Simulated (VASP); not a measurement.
# ZnCu (Pm-3m) in VASP: further runs

ZnCu is run at these levels: r2SCAN; tasks: single point.

All numbers are computed with VASP 6.6.1; they aren't measurements. Logs are shortened: lines on timing, memory, paths and dates and some standing lists are left out, and cuts for length are marked.

## Step 1: The cell of the first run

It takes space group Pm-3m (No. 221, cubic). Conventional cell: a = 2.885 Å, b = 2.885 Å, c = 2.885 Å, α = 90.00°, β = 90.00°, γ = 90.00°. Within 3.3 Å of Zn (site symmetry m-3m) lie 8 Cu at 2.50 Å and 6 Zn at 2.88 Å. Cu (site symmetry m-3m) has 8 Zn at 2.50 Å and 6 Cu at 2.88 Å within 3.3 Å.

## Step 2: Single point, r2SCAN

File POSCAR:

```
ZnCu
1.0
    2.8848810902      0.0000000000      0.0000000000
    0.0000000000      2.8848810902      0.0000000000
    0.0000000000      0.0000000000      2.8848810902
Zn Cu
1 1
Direct
    0.5000000000      0.5000000000      0.5000000000
    0.0000000000      0.0000000000      0.0000000000
```

File INCAR.step1:

```
  PREC = Accurate
  ENCUT = 660
  ISMEAR = -1
  SIGMA = 0.05
  LREAL = False
  LASPH = True
  NELM = 120
  NBANDS = 18
  GGA = PE
  ALGO = Normal
  EDIFF = 1E-5
  LWAVE = True
  LCHARG = False
  GGA_COMPAT = False
```

File INCAR.step2:

```
  PREC = Accurate
  ENCUT = 660
  EDIFF = 1E-6
  ISMEAR = -1
  SIGMA = 0.05
  LREAL = False
  LASPH = True
  NELM = 120
  ALGO = Normal
  ISIF = 2
  LWAVE = False
  LCHARG = False
  METAGGA = R2SCAN
  LMIXTAU = True
  NBANDS = 18
  ISTART = 1
  GGA_COMPAT = False
```

File KPOINTS:

```
Automatic mesh
0
Gamma
  9 9 9
```

Potentials or basis: VASP PAW PBE potentials, release 64 (Zn, Cu).

Launch:

```console
$ cat potpaw_PBE.64/Zn/POTCAR potpaw_PBE.64/Cu/POTCAR > POTCAR
$ cp INCAR.step1 INCAR
$ mpirun -np 1 vasp_std > vasp.out
$ cp INCAR.step2 INCAR
$ mpirun -np 1 vasp_std > vasp.out
```

OUTCAR:

```text
PREC = Accurate
   ENCUT = 660
   EDIFF = 1E-6
   ISMEAR = -1
   LREAL = False
   LASPH = True
   NELM = 120
   ISIF = 2
   METAGGA = R2SCAN
   ISTART = 1

 ion  position               nearest neighbor table
   1  0.500  0.500  0.500-   2 2.50   2 2.50   2 2.50   2 2.50   2 2.50   2 2.50   2 2.50   2 2.50

   2  0.000  0.000  0.000-   1 2.50   1 2.50   1 2.50   1 2.50   1 2.50   1 2.50   1 2.50   1 2.50

  LATTYP: Found a simple cubic cell.
 ALAT       =     2.8848810902

  Lattice vectors:

 A1 = (   2.8848810902,   0.0000000000,   0.0000000000)
 A2 = (   0.0000000000,   2.8848810902,   0.0000000000)
 A3 = (   0.0000000000,   0.0000000000,   2.8848810902)

Analysis of symmetry for initial positions (statically):
=====================================================================
 Subroutine PRICEL returns:
 Original cell was already a primitive cell.

 Routine SETGRP: Setting up the symmetry group for a
 simple cubic supercell.

 Subroutine GETGRP returns: Found 48 space group operations
 (whereof 48 operations were pure point group operations)
 out of a pool of 48 trial point group operations.

The static configuration has the point symmetry O_h .

Analysis of symmetry for dynamics (positions and initial velocities):
=====================================================================
 Subroutine PRICEL returns:
 Original cell was already a primitive cell.

 Routine SETGRP: Setting up the symmetry group for a
 simple cubic supercell.

 Subroutine GETGRP returns: Found 48 space group operations
 (whereof 48 operations were pure point group operations)
 out of a pool of 48 trial point group operations.

The dynamic configuration has the point symmetry O_h .

 Subroutine INISYM returns: Found 48 space group operations
 (whereof 48 operations are pure point group operations),
 and found     1 'primitive' translations

----------------------------------------------------------------------------------------

                                     Primitive cell

  volume of cell :      24.0095

  direct lattice vectors                    reciprocal lattice vectors
     2.884881090  0.000000000  0.000000000     0.346634738  0.000000000  0.000000000
     0.000000000  2.884881090  0.000000000     0.000000000  0.346634738  0.000000000
     0.000000000  0.000000000  2.884881090     0.000000000  0.000000000  0.346634738

  length of vectors
     2.884881090  2.884881090  2.884881090     0.346634738  0.346634738  0.346634738

  position of ions in fractional coordinates (direct lattice)
     0.500000000  0.500000000  0.500000000
     0.000000000  0.000000000  0.000000000

  ion indices of the primitive-cell ions
   primitive index   ion index
                 1           1
                 2           2

----------------------------------------------------------------------------------------

 KPOINTS: Automatic mesh

Automatic generation of k-mesh.
 Grid dimensions read from file:
 generate k-points for:    9    9    9

 Generating k-lattice:

  Cartesian coordinates                     Fractional coordinates (reciprocal lattice)
     0.038514971  0.000000000  0.000000000     0.111111111  0.000000000  0.000000000
     0.000000000  0.038514971  0.000000000     0.000000000  0.111111111  0.000000000
     0.000000000  0.000000000  0.038514971     0.000000000  0.000000000  0.111111111

  Length of vectors
     0.038514971  0.038514971  0.038514971

  Shift w.r.t. Gamma in fractional coordinates (k-lattice)
     0.000000000  0.000000000  0.000000000

 Subroutine IBZKPT returns following result:
 ===========================================

 Found     35 irreducible k-points:

 Following reciprocal coordinates:
            Coordinates               Weight
  0.000000  0.000000  0.000000      1.000000
  0.111111  0.000000  0.000000      6.000000
  0.222222  0.000000  0.000000      6.000000
  0.333333  0.000000  0.000000      6.000000
  0.444444  0.000000  0.000000      6.000000
  0.111111  0.111111  0.000000     12.000000
[... 16 lines left out ...]
  0.333333  0.333333  0.111111     24.000000
  0.444444  0.333333  0.111111     48.000000
 [... further k-points ...]
   k-points           NKPTS =     35   k-points in BZ     NKDIM =     35   number of bands    NBANDS=     18
   number of dos      NEDOS =    301   number of ions     NIONS =      2
   total plane-waves  NPLWV =  13824
   dimension x,y,z NGX =    24 NGY =   24 NGZ =   24
   dimension x,y,z NGXF=    48 NGYF=   48 NGZF=   48
   ions per type =               1   1
   NGX,Y,Z   is equivalent  to a cutoff of  13.83, 13.83, 13.83 a.u.
   NGXF,Y,Z  is equivalent  to a cutoff of  27.66, 27.66, 27.66 a.u.
 SYSTEM =  unknown system
   PREC   = accura    normal or accurate (medium, high low for compatibility)
   ISTART =      1    job   : 0-new  1-cont  2-samecut
   ICHARG =      0    charge: 1-file 2-atom 10-const
   ISPIN  =      1    spin polarized calculation?
   LNONCOLLINEAR =      F non collinear calculations
   LSORBIT =      F    spin-orbit coupling
   LASPH  =      T    aspherical Exc in radial PAW
   ENCUT  =  660.0 eV  48.51 Ry    6.96 a.u.   6.04  6.04  6.04*2*pi/ulx,y,z
   NELM   =    120;   NELMIN=  2; NELMDL=  0     # of ELM steps
   EDIFF  = 0.1E-05   stopping-criterion for ELM
   LREAL  =      F    real-space projection
   EDIFFG = 0.1E-04   stopping-criterion for IOM
   NSW    =      0    number of steps for IOM
   IBRION =     -1    ionic relax: 0-MD 1-quasi-New 2-CG
   NFREE  =      0    steps in history (QN), initial steepest desc. (CG)
   ISIF   =      2    stress and relaxation
   ISYM   =      2    0-nonsym 1-usesym 2-fastsym
   POTIM  = 0.5000    time-step for ionic-motion
   TEBEG  =    0.0;   TEEND  =   0.0 temperature during run
   PSTRESS=    0.0 pullay stress
   NELECT =      23.0000    total number of electrons
   NUPDOWN=      -1.0000    fix difference up-down
   EMIN   =  10.00;   EMAX   =-10.00  energy-range for DOS
   EFERMI =   0.00;   METHOD = LEGACY
   ISMEAR =    -1;   SIGMA  =   0.05  broadening in eV -4-tet -1-fermi 0-gaus
   EFERMI_NEDOS =   21; number of points for ismear=-14 and -15
   IALGO  =     38    algorithm
   IMIX   =      4    mixing-type and parameters
     AMIX     =   0.40;   BMIX     =  1.00
     AMIX_MAG =   1.60;   BMIX_MAG =  1.00
  volume/ion in A,a.u.               =      12.00        81.01
  Fermi-wavevector in a.u.,A,eV,Ry     =   1.613824  3.049685 35.435397  2.604428
  Thomas-Fermi vector in A             =   2.708832
   LORBIT       =      0    0 simple, 1 ext, 2 COOP (PROOUT), +10 PAW based schemes
   METAGGA = R2SCAN    functional components
   LHFCALC =     F    Hartree Fock is set to
   AEXX    =    0.0000 exact exchange contribution
   IVDW    =     0    specifies the selected vdW correction
   LEPSILON=     F    determine dielectric tensor
   LRPA    =     F    only Hartree local field effects (RPA)
 non-spin polarized calculation
  energy-cutoff  :      660.00
  volume of cell :       24.01
 maximum number of plane-waves:       940
   NGX = 13   NGY = 13   NGZ = 13

 number of electron      22.9999980 magnetization

 Free energy of the ion-electron system (eV)
  ---------------------------------------------------
  ext. energy  EPLUGINS =         0.00000000
  ---------------------------------------------------
  free energy    TOTEN  =       -19.90801448 eV

  energy without entropy =      -19.90392062  energy(sigma->0) =      -19.90596755

 E-fermi :   6.0304     XC(G=0): -13.9315

 val. band max:        5.9463156227   @ k =   0.3333   0.2222   0.0000
 cond. band min:       6.1065170832   @ k =   0.4444   0.4444   0.2222
 fundamental gap:      0.1602014605
 Fermi energy:         6.0304379996

 k-point     1 :       0.0000    0.0000    0.0000
  band No.  band energies     occupation
      1      -5.2935      2.00000
      2      -2.4191      2.00000
      3      -2.4191      2.00000
      4      -1.5764      2.00000
      5      -1.5764      2.00000
      6      -1.5764      2.00000
[... 10 lines left out ...]
     17      20.1943      0.00000
     18      31.0504      0.00000

 k-point     2 :       0.1111    0.0000    0.0000
  band No.  band energies     occupation
      1      -5.0505      2.00000
      2      -2.3871      2.00000
      3      -2.3646      2.00000
      4      -1.5983      2.00000
      5      -1.5983      2.00000
      6      -1.5648      2.00000
[... 10 lines left out ...]
     17      21.6037      0.00000
     18      28.9088      0.00000

 k-point     3 :       0.2222    0.0000    0.0000
  band No.  band energies     occupation
      1      -4.3443      2.00000
      2      -2.3044      2.00000
      3      -2.2111      2.00000
      4      -1.6537      2.00000
      5      -1.6537      2.00000
      6      -1.5353      2.00000
[... 10 lines left out ...]
     17      25.6576      0.00000
     18      26.1251      0.00000

 k-point     4 :       0.3333    0.0000    0.0000
  band No.  band energies     occupation
      1      -3.3054      2.00000
      2      -2.2072      2.00000
      3      -1.9276      2.00000
      4      -1.7161      2.00000
      5      -1.7161      2.00000
      6      -1.5013      2.00000
[... 10 lines left out ...]
     17      23.2376      0.00000
     18      23.2376      0.00000

 k-point     5 :       0.4444    0.0000    0.0000
  band No.  band energies     occupation
      1      -2.5581      2.00000
      2      -2.1417      2.00000
      3      -1.7566      2.00000
      4      -1.7566      2.00000
      5      -1.4789      2.00000
      6      -1.1335      2.00000
[... 10 lines left out ...]
     17      20.4689      0.00000
     18      21.4528      0.00000

 k-point     6 :       0.1111    0.1111    0.0000
  band No.  band energies     occupation
      1      -4.8110      2.00000
      2      -2.3480      2.00000
      3      -2.3199      2.00000
      4      -1.6212      2.00000
      5      -1.6111      2.00000
      6      -1.5690      2.00000
[... 307 lines left out ...]
 k-point    21 :       0.3333    0.2222    0.1111
  band No.  band energies     occupation
      1      -2.6070      2.00000
      2      -2.1269      2.00000
      3      -1.9005      2.00000
      4      -1.8109      2.00000
      5      -1.7017      2.00000
      6      -1.2267      2.00000
[... 10 lines left out ...]
     17      22.9908      0.00000
     18      24.4944      0.00000

 k-point    22 :       0.4444    0.2222    0.1111
  band No.  band energies     occupation
      1      -2.3031      2.00000
      2      -2.1544      2.00000
      3      -1.8792      2.00000
      4      -1.8514      2.00000
      5      -1.7028      2.00000
      6      -0.0565      2.00000
[... 10 lines left out ...]
     17      23.9604      0.00000
     18      25.0549      0.00000

 k-point    23 :       0.3333    0.3333    0.1111
  band No.  band energies     occupation
      1      -2.4565      2.00000
      2      -2.1686      2.00000
      3      -1.8563      2.00000
      4      -1.8058      2.00000
      5      -1.6207      2.00000
      6      -0.5175      2.00000
[... 10 lines left out ...]
     17      21.8998      0.00000
     18      23.6307      0.00000

 k-point    24 :       0.4444    0.3333    0.1111
  band No.  band energies     occupation
      1      -2.4620      2.00000
      2      -2.1682      2.00000
      3      -1.9053      2.00000
      4      -1.8387      2.00000
      5      -1.4994      2.00000
      6       0.4986      2.00000
[... 10 lines left out ...]
     17      22.7070      0.00000
     18      23.9446      0.00000

 [... further k-points ...]
[... 5 lines left out ...]
  --------------------------------------------------------------------------------------
  -------------------------------------------------------------------------------------
  Total        0.8755990      0.8755990      0.8755990      0.0000000      0.0000000     -0.0000000
  in kB       58.4294900     58.4294900     58.4294900      0.0000000      0.0000000     -0.0000000
  external PRESSURE =      58.4294900 kB  Pullay stress =       0.0000000 kB

 VOLUME and BASIS-vectors are now :
 -----------------------------------------------------------------------------
  energy-cutoff  :      660.00
  volume of cell :       24.01
      direct lattice vectors                 reciprocal lattice vectors
     2.884881090  0.000000000  0.000000000     0.346634738  0.000000000  0.000000000
     0.000000000  2.884881090  0.000000000     0.000000000  0.346634738  0.000000000
     0.000000000  0.000000000  2.884881090     0.000000000  0.000000000  0.346634738

 POSITION                                       TOTAL-FORCE (eV/Angst)
 -----------------------------------------------------------------------------------
      1.44244      1.44244      1.44244         0.000000      0.000000      0.000000
      0.00000      0.00000      0.00000         0.000000      0.000000      0.000000
 -----------------------------------------------------------------------------------
    total drift:                                0.000000      0.000000     -0.000000

  FREE ENERGIE OF THE ION-ELECTRON SYSTEM (eV)
  ---------------------------------------------------
  free  energy   TOTEN  =       -19.9080144758 eV

  energy  without entropy=      -19.9039206208  energy(sigma->0) =      -19.90596755
```

Wall time 22 s (1 thread of Intel Xeon 6975P-C (Granite Rapids), shared host); peak memory 0.15 GiB.

What came out:

```yaml
Free_energy: -19.9080 eV
Pressure: 5.8 GPa
```

Levels at points of the mesh, in eV from the Fermi level:
```csv
k point,band 7,band 8,band 9,band 10,band 11,band 12,band 13,band 14,band 15,band 16
"(0.00, 0.00, 0.00)",-3.98,-3.98,-3.01,-3.01,-3.01,6.81,6.81,6.81,11.86,11.86
```

Caveat: the PAW data sets were made with another functional, which shifts forces and pressure a little.

(Part 1 of 3 ends here.)
